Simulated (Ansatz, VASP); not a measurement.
Two plane-wave programs on Rh6N

```
CELL_PARAMETERS angstrom
5.37840 0.00000 0.00000
-2.68920 4.65783 0.00000
0.00000 0.00000 23.49144
ATOMIC_POSITIONS crystal
Rh 0.33333 0.16667 0.34055
Rh 0.33333 0.66667 0.34055
Rh 0.83333 0.16667 0.34055
Rh 0.83333 0.66667 0.34055
Rh 0.66667 0.33333 0.43402
Rh 0.66667 0.83333 0.43402
Rh 0.16667 0.33333 0.43402
Rh 0.16667 0.83333 0.43402
Rh 0.00000 0.50000 0.52749
Rh 0.00000 0.00000 0.52749
Rh 0.50000 0.50000 0.52749
Rh 0.50000 0.00000 0.52749
N 0.83333 0.16667 0.63902
N 0.83333 0.16667 0.68584
```

Alike in both runs: task single point; functional PBE; k mesh 6 × 6 × 1; occupations fermi-dirac, width 0.05 eV; no spin polarisation.

|  | VASP | Ansatz |
| --- | --- | --- |
| version | VASP 6.6.1 | Ansatz 0.2.0 |
| potentials or method | VASP PAW PBE potentials, release 64 (Rh_pv, N) | Ansatz PAW |
| plane-wave cutoff (eV) | 520 | 420 |
| valence electrons in the cell | 190 | 214 |

Ansatz gave:

```
gap on the k mesh at the Fermi level (eV) : none
rms of the force components (eV/Å)        : 0.201
```

What did VASP give for the same quantities?

gap on the k mesh at the Fermi level (eV): none; rms of the force components (eV/Å): 0.544.

Atom by atom the forces differ by 0.390 eV/Å (rms over components). A gap of «none» marks a metal or a gap that the smearing closes. One of these differences is far larger than is usual between the two programs; its cause wasn't traced. The functional is the same, so the differences come from potentials, cutoffs and numerics. VASP's potentials hold 190 valence electrons a cell and Ansatz's 214, so a difference there can come from the potentials and not from the codes.

Noted on VASP's run: the standard files for N, O and F lose accuracy on very short bonds.
